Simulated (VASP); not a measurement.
Runs of VASP 6.6.1 on Y3NbO2. The structure is that of space group P4/mmm (No. 123), or close to it. The cells are those of the table. 

```csv
task,cell,k mesh,cutoff (eV),gap on the mesh (eV),pressure (GPa),largest force (eV/Å)
single point,"a = 3.009, b = 3.009, c = 11.193 Å, 6 atoms",12 × 12 × 4,520,none,-0.1,0.01
single point,"a = 3.020, b = 3.020, c = 11.186 Å, 6 atoms",6 × 6 × 2,520,none,-0.1,0.02
single point,"a = 3.182, b = 3.182, c = 9.753 Å, 6 atoms",6 × 6 × 2,520,none,(a),2.31
relaxation of cell and atoms,"relaxed from a = 3.182, b = 3.182, c = 9.753 Å, 6 atoms",6 × 6 × 2,600,none,-0.2,0.04
```

Alike in all rows: level PBE; potentials or basis VASP PAW PBE potentials, release 64 (Y_sv, Nb_sv, O); no spin polarisation; smearing gaussian 0.1 eV.

**Question.** Fill in the values left out.

**Answer.** (a) 7.0.

Caveats: forces of over 1 eV/Å act on the atoms, so gaps and moduli don't describe the material at rest (some runs).

A k mesh can miss the band edges, and the runs leave out spin-orbit coupling on Nb, Y.

A gap of «none» marks levels without a gap at the run's occupations.
